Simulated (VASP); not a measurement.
# DyBe (P4mm) in VASP: relaxation of cell and atoms with PBE

Aim: the relaxation of cell and atoms of DyBe with PBE.

All numbers are computed with VASP 6.6.1; they aren't measurements. Logs are shortened: lines on timing, memory, paths and dates and some standing lists are left out, and cuts for length are marked.

## 1. The cell of the first run

It takes space group P4mm (No. 99, tetragonal). Conventional cell: a = 3.810 Å, b = 3.810 Å, c = 5.317 Å, α = 90.00°, β = 90.00°, γ = 90.00°. Within 2.6 Å of Dy (site symmetry 4mm) lie 4 Be at 1.94 Å and 1 Dy at 2.43 Å. Dy (site symmetry 4mm) has 2 Dy at 2.43 to 2.88 Å and 4 Be at 2.82 Å within 3.2 Å. Be (site symmetry 2mm) has 2 Dy at 1.94 Å and 4 Be at 2.69 Å within 2.7 Å.

The cell was generated, and may not be a known phase.

## 2. Relaxation of cell and atoms, PBE

File INCAR:

```
SYSTEM = DyBe
PREC     = Accurate       ! precision mode
ENCUT    = 600            ! plane-wave cutoff, eV
EDIFF    = 1E-7           ! SCF threshold, eV
ISMEAR   = 0              ! smearing method
SIGMA    = 0.2            ! smearing width, eV
LREAL    = .False.        ! projectors in reciprocal space
LASPH    = .True.         ! aspherical terms in the spheres
NELM     = 200            ! most SCF steps
ALGO     = Normal         ! electronic algorithm
ISIF     = 3              ! what is computed and relaxed
LWAVE    = .False.        ! write WAVECAR
LCHARG   = .False.        ! write CHGCAR
GGA      = PE             ! functional
IBRION   = 2              ! ionic algorithm
NSW      = 36             ! ionic steps
EDIFFG   = -0.08          ! ionic threshold
GGA_COMPAT= .False.      
NELMIN   = 4            
LMAXMIX  = 6              ! l up to which the mixer works
```

File KPOINTS:

```
Automatic mesh
0
Gamma
  5 5 4
  0 0 0
```

File POSCAR:

```
DyBe
1.0
    3.8095455400      0.0000000000      0.0000000000
    0.0000000000      3.8095455400      0.0000000000
    0.0000000000      0.0000000000      5.3165216800
Dy Be
2 2
Direct
    0.5000000000      0.5000000000      0.6278801300
    0.5000000000      0.5000000000      0.1703282700
    0.0000000000      0.5000000000      0.5621981500
    0.5000000000      0.0000000000      0.5621981500
```

Potentials or basis: VASP PAW PBE potentials, release 64 (Dy_3, Be), 4f in core.

Launch:

```bash
$ cat potpaw_PBE.64/Dy_3/POTCAR potpaw_PBE.64/Be/POTCAR > POTCAR
$ mpirun -np 1 vasp_std > vasp.out
```

OUTCAR:

```text
SYSTEM = DyBe
   PREC = Accurate
   ENCUT = 600
   EDIFF = 1E-7
   ISMEAR = 0
   LREAL = .False.
   LASPH = .True.
   NELM = 200
   ISIF = 3
   GGA = PE
   IBRION = 2
   NSW = 36
   EDIFFG = -0.08
   NELMIN = 4

 ion  position               nearest neighbor table
   1  0.500  0.500  0.628-   3 1.94   4 1.94   4 1.94   3 1.94   2 2.43   2 2.88
   2  0.500  0.500  0.170-   1 2.43   3 2.82   4 2.82   4 2.82   3 2.82   1 2.88
   3  0.000  0.500  0.562-   1 1.94   1 1.94   2 2.82   2 2.82
   4  0.500  0.000  0.562-   1 1.94   1 1.94   2 2.82   2 2.82

  LATTYP: Found a simple tetragonal cell.
 ALAT       =     3.8095455400
 C/A-ratio  =     1.3955789803

  Lattice vectors:

 A1 = (   3.8095455400,   0.0000000000,   0.0000000000)
 A2 = (   0.0000000000,   3.8095455400,   0.0000000000)
 A3 = (   0.0000000000,   0.0000000000,   5.3165216800)

Analysis of symmetry for initial positions (statically):
=====================================================================
 Subroutine PRICEL returns:
 Original cell was already a primitive cell.

 Routine SETGRP: Setting up the symmetry group for a
 simple tetragonal supercell.

 Subroutine GETGRP returns: Found  8 space group operations
 (whereof  8 operations were pure point group operations)
 out of a pool of 16 trial point group operations.

The static configuration has the point symmetry C_4v.

Analysis of symmetry for dynamics (positions and initial velocities):
=====================================================================
 Subroutine PRICEL returns:
 Original cell was already a primitive cell.

 Routine SETGRP: Setting up the symmetry group for a
 simple tetragonal supercell.

 Subroutine GETGRP returns: Found  8 space group operations
 (whereof  8 operations were pure point group operations)
 out of a pool of 16 trial point group operations.

The dynamic configuration has the point symmetry C_4v.

 Subroutine INISYM returns: Found  8 space group operations
 (whereof  8 operations are pure point group operations),
 and found     1 'primitive' translations

----------------------------------------------------------------------------------------

                                     Primitive cell

  volume of cell :      77.1568

  direct lattice vectors                    reciprocal lattice vectors
     3.809545540  0.000000000  0.000000000     0.262498503  0.000000000  0.000000000
     0.000000000  3.809545540  0.000000000     0.000000000  0.262498503  0.000000000
     0.000000000  0.000000000  5.316521680     0.000000000  0.000000000  0.188092904

  length of vectors
     3.809545540  3.809545540  5.316521680     0.262498503  0.262498503  0.188092904

  position of ions in fractional coordinates (direct lattice)
     0.500000000  0.500000000  0.627880130
     0.500000000  0.500000000  0.170328270
     0.000000000  0.500000000  0.562198150
     0.500000000  0.000000000  0.562198150

  ion indices of the primitive-cell ions
   primitive index   ion index
                 1           1
                 2           2
                 3           3
                 4           4

----------------------------------------------------------------------------------------

 KPOINTS: Automatic mesh

Automatic generation of k-mesh.
 Grid dimensions read from file:
 generate k-points for:    5    5    4

 Generating k-lattice:

  Cartesian coordinates                     Fractional coordinates (reciprocal lattice)
     0.052499701  0.000000000  0.000000000     0.200000000  0.000000000  0.000000000
     0.000000000  0.052499701  0.000000000     0.000000000  0.200000000  0.000000000
     0.000000000  0.000000000  0.047023226     0.000000000  0.000000000  0.250000000

  Length of vectors
     0.052499701  0.052499701  0.047023226

  Shift w.r.t. Gamma in fractional coordinates (k-lattice)
     0.000000000  0.000000000  0.000000000

 Subroutine IBZKPT returns following result:
 ===========================================

 Found     18 irreducible k-points:

 Following reciprocal coordinates:
            Coordinates               Weight
  0.000000  0.000000  0.000000      1.000000
  0.200000  0.000000  0.000000      4.000000
  0.400000  0.000000  0.000000      4.000000
  0.200000  0.200000  0.000000      4.000000
  0.400000  0.200000  0.000000      8.000000
  0.400000  0.400000  0.000000      4.000000
[... 10 lines left out ...]
  0.400000  0.200000  0.500000      8.000000
  0.400000  0.400000  0.500000      4.000000
   k-points           NKPTS =     18   k-points in BZ     NKDIM =     18   number of bands    NBANDS=     15
   number of dos      NEDOS =    301   number of ions     NIONS =      4
   total plane-waves  NPLWV =  37800
   dimension x,y,z NGX =    30 NGY =   30 NGZ =   42
   dimension x,y,z NGXF=    60 NGYF=   60 NGZF=   84
   ions per type =               2   2
   NGX,Y,Z   is equivalent  to a cutoff of  13.09, 13.09, 13.13 a.u.
   NGXF,Y,Z  is equivalent  to a cutoff of  26.18, 26.18, 26.27 a.u.
 SYSTEM =  DyBe
   PREC   = accura    normal or accurate (medium, high low for compatibility)
   ISTART =      0    job   : 0-new  1-cont  2-samecut
   ICHARG =      2    charge: 1-file 2-atom 10-const
   ISPIN  =      1    spin polarized calculation?
   LNONCOLLINEAR =      F non collinear calculations
   LSORBIT =      F    spin-orbit coupling
   LASPH  =      T    aspherical Exc in radial PAW
   ENCUT  =  600.0 eV  44.10 Ry    6.64 a.u.   7.61  7.61 10.62*2*pi/ulx,y,z
   NELM   =    200;   NELMIN=  4; NELMDL= -5     # of ELM steps
   EDIFF  = 0.1E-06   stopping-criterion for ELM
   LREAL  =      F    real-space projection
   EDIFFG = -.8E-01   stopping-criterion for IOM
   NSW    =     36    number of steps for IOM
   IBRION =      2    ionic relax: 0-MD 1-quasi-New 2-CG
   NFREE  =      1    steps in history (QN), initial steepest desc. (CG)
   ISIF   =      3    stress and relaxation
   ISYM   =      2    0-nonsym 1-usesym 2-fastsym
   POTIM  = 0.5000    time-step for ionic-motion
   TEBEG  =    0.0;   TEEND  =   0.0 temperature during run
   PSTRESS=    0.0 pullay stress
   NELECT =      22.0000    total number of electrons
   NUPDOWN=      -1.0000    fix difference up-down
   EMIN   =  10.00;   EMAX   =-10.00  energy-range for DOS
   EFERMI =   0.00;   METHOD = LEGACY
   ISMEAR =     0;   SIGMA  =   0.20  broadening in eV -4-tet -1-fermi 0-gaus
   EFERMI_NEDOS =   21; number of points for ismear=-14 and -15
   IALGO  =     38    algorithm
   IMIX   =      4    mixing-type and parameters
     AMIX     =   0.40;   BMIX     =  1.00
     AMIX_MAG =   1.60;   BMIX_MAG =  1.00
  volume/ion in A,a.u.               =      19.29       130.17
  Fermi-wavevector in a.u.,A,eV,Ry     =   1.077518  2.036213 15.796968  1.161044
  Thomas-Fermi vector in A             =   2.213432
   LORBIT       =      0    0 simple, 1 ext, 2 COOP (PROOUT), +10 PAW based schemes
   GGA     = PE    functional components
   LHFCALC =     F    Hartree Fock is set to
   AEXX    =    0.0000 exact exchange contribution
   IVDW    =     0    specifies the selected vdW correction
   LEPSILON=     F    determine dielectric tensor
   LRPA    =     F    only Hartree local field effects (RPA)
 conjugate gradient relaxation of ions
 non-spin polarized calculation
 Gauss-broadening in eV      SIGMA  =   0.20
  energy-cutoff  :      600.00
  volume of cell :       77.16
 maximum number of plane-waves:      2594
   NGX = 15   NGY = 15   NGZ = 21

--------------------------------------- Ionic step        1  -------------------------------------------

 number of electron      21.9999999 magnetization

 Free energy of the ion-electron system (eV)
  ---------------------------------------------------
  ext. energy  EPLUGINS =         0.00000000
  ---------------------------------------------------
  free energy    TOTEN  =        -3.80363538 eV

  energy without entropy =       -3.76034099  energy(sigma->0) =       -3.78198818

------------------------ aborting loop because EDIFF is reached ----------------------------------------

  FORCE on cell =-STRESS in cart. coord.  units (eV):
  Direction    XX          YY          ZZ          XY          YZ          ZX
  --------------------------------------------------------------------------------------
  -------------------------------------------------------------------------------------
  Total       20.5682741     20.5682741      8.3275703     -0.0000000     -0.0000000     -0.0000000
  in kB      427.1048514    427.1048514    172.9238766     -0.0000000     -0.0000000     -0.0000000
  external PRESSURE =     342.3778598 kB  Pullay stress =       0.0000000 kB
[... 95 lines left out ...]
  FREE ENERGIE OF THE ION-ELECTRON SYSTEM (eV)
  ---------------------------------------------------
  free  energy   TOTEN  =        -9.6330373579 eV

  energy  without entropy=       -9.5726252649  energy(sigma->0) =       -9.60283131

 E-fermi :   3.9757     XC(G=0): -10.1448

 val. band max:        3.9383033206   @ k =   0.0000   0.0000   0.0000
 cond. band min:       4.0051085791   @ k =   0.2000   0.2000   0.5000
 fundamental gap:      0.0668052585
 Fermi energy:         3.9757001855

 k-point     1 :       0.0000    0.0000    0.0000
  band No.  band energies     occupation
      1     -19.5624      2.00000
      2     -18.9042      2.00000
      3     -18.4990      2.00000
      4     -18.4990      2.00000
      5     -17.5452      2.00000
      6     -17.5452      2.00000
      7      -3.5524      2.00000
      8      -0.1516      2.00000
      9       0.6158      2.00000
     10       2.7068      2.00000
     11       2.9308      2.00000
     12       3.1556      2.00000
     13       3.9383      1.20856
     14       5.5129      0.00000
[... 293 lines left out ...]
      2     -20.1117      2.00000
      3     -19.3162      2.00000
      4     -19.2846      2.00000
      5     -19.0710      2.00000
      6     -18.3095      2.00000
      7      -0.7655      2.00000
      8       0.5843      2.00000
      9       1.7955      2.00000
     10       2.7865      2.00000
     11       2.9731      2.00000
     12       3.8314      1.69246
     13       4.7030      0.00000
     14       4.9885      0.00000
     15       6.1557      0.00000

 E-fermi :   3.1112     XC(G=0):  -9.5480

 val. band max:        3.0851697088   @ k =   0.2000   0.0000   0.2500
 cond. band min:       3.1135154055   @ k =   0.4000   0.4000   0.2500
 fundamental gap:      0.0283456967
 Fermi energy:         3.1112152146

 k-point     1 :       0.0000    0.0000    0.0000
  band No.  band energies     occupation
      1     -20.3181      2.00000
      2     -20.1214      2.00000
      3     -19.8536      2.00000
      4     -19.8536      2.00000
      5     -19.8190      2.00000
      6     -19.8190      2.00000
      7      -3.8613      2.00000
      8      -0.5788      2.00000
      9       0.2362      2.00000
     10       2.6530      1.99881
     11       2.8020      1.97122
     12       2.8683      1.91409
     13       3.6244      0.00028
     14       4.3501      0.00000
[... 293 lines left out ...]
      2     -20.4211      2.00000
      3     -20.3931      2.00000
      4     -20.3859      2.00000
      5     -20.1300      2.00000
      6     -19.9909      2.00000
      7      -0.6375      2.00000
      8       0.5498      2.00000
      9       1.8877      2.00000
     10       2.0428      2.00000
     11       2.5445      1.99994
     12       2.7839      1.97936
     13       2.9487      1.74938
     14       4.0210      0.00000
     15       4.3379      0.00000

[... ionic steps 4 to 29 ...]

--------------------------------------- Ionic step       30  -------------------------------------------

 number of electron      21.9999994 magnetization

------------------------ aborting loop because EDIFF is reached ----------------------------------------
[... 71 lines left out ...]
--------------------------------------- Ionic step       32  -------------------------------------------

 number of electron      21.9999997 magnetization

 Free energy of the ion-electron system (eV)
  ---------------------------------------------------
  ext. energy  EPLUGINS =         0.00000000
  ---------------------------------------------------
  free energy    TOTEN  =       -14.53907398 eV

  energy without entropy =      -14.49041156  energy(sigma->0) =      -14.51474277

 E-fermi :   3.5906     XC(G=0):  -9.8477

 val. band max:        3.4338736883   @ k =   0.4000   0.4000   0.2500
 cond. band min:       3.6976435741   @ k =   0.4000   0.4000   0.0000
 fundamental gap:      0.2637698858
 Fermi energy:         3.5905644675

 k-point     1 :       0.0000    0.0000    0.0000
  band No.  band energies     occupation
      1     -19.8869      2.00000
      2     -19.6320      2.00000
      3     -19.2306      2.00000
      4     -19.2306      2.00000
      5     -19.2112      2.00000
      6     -19.2112      2.00000
      7      -3.8511      2.00000
      8      -0.4205      2.00000
      9       0.2671      2.00000
     10       2.9324      2.00000
     11       3.1240      1.99903
     12       3.1531      1.99802
     13       3.2317      1.98884
     14       5.3021      0.00000
[... 336 lines left out ...]
  FREE ENERGIE OF THE ION-ELECTRON SYSTEM (eV)
  ---------------------------------------------------
  free  energy   TOTEN  =       -14.5390739797 eV

  energy  without entropy=      -14.4904115609  energy(sigma->0) =      -14.51474277

 reached required accuracy - stopping structural energy minimisation
```

Run time: 5.5 min. Hardware: 1 thread of Intel Xeon 6975P-C (Granite Rapids), shared host; peak memory 0.22 GiB.

Results:

* Free energy: -14.5391 eV
* Relaxed volume: 20.56 Å³/atom
* Relaxed cell: a = 3.137 Å, b = 3.137 Å, c = 8.358 Å, α = 90.00°, β = 90.00°, γ = 90.00°
* Space group after relaxing (to 0.1 Å): P4/mmm (No. 123)
* Pressure after relaxing: -0.1 GPa
* Largest force after relaxing: 0.018 eV/Å
* Band gap on the k mesh: zero (bands 11 and 12 overlap by 0.82 eV)

Forces on the atoms (eV/Å):
```
Dy   0.000  0.000  0.018
Dy   0.000  0.000 -0.013
Be   0.000  0.000 -0.003
Be   0.000  0.000 -0.003
```

Final structure:
```cif
data_structure
_symmetry_space_group_name_H-M 'P 1'
_symmetry_Int_Tables_number 1
_cell_length_a 3.1368
_cell_length_b 3.1368
_cell_length_c 8.3577
_cell_angle_alpha 90.000
_cell_angle_beta 90.000
_cell_angle_gamma 90.000
_cell_volume 82.24
loop_
_atom_site_label
_atom_site_type_symbol
_atom_site_fract_x
_atom_site_fract_y
_atom_site_fract_z
_atom_site_occupancy
Dy1 Dy 0.50000 0.50000 0.77412 1
Dy2 Dy 0.50000 0.50000 0.18710 1
Be1 Be 0.00000 0.50000 0.48069 1
Be2 Be 0.50000 0.00000 0.48069 1
```

Caveat: a cell axis changed by over 15 % at a fixed basis, so the end point is rough; spin-orbit coupling is left out, which moves the levels of the heavy elements; the 4f electrons are frozen in the core, so they carry no moment and show no levels. Spin polarisation is off, so any magnetic state and its effect on volume and gap are missing.

The gap in the log of VASP goes by the Fermi energy; the results here count the filled bands.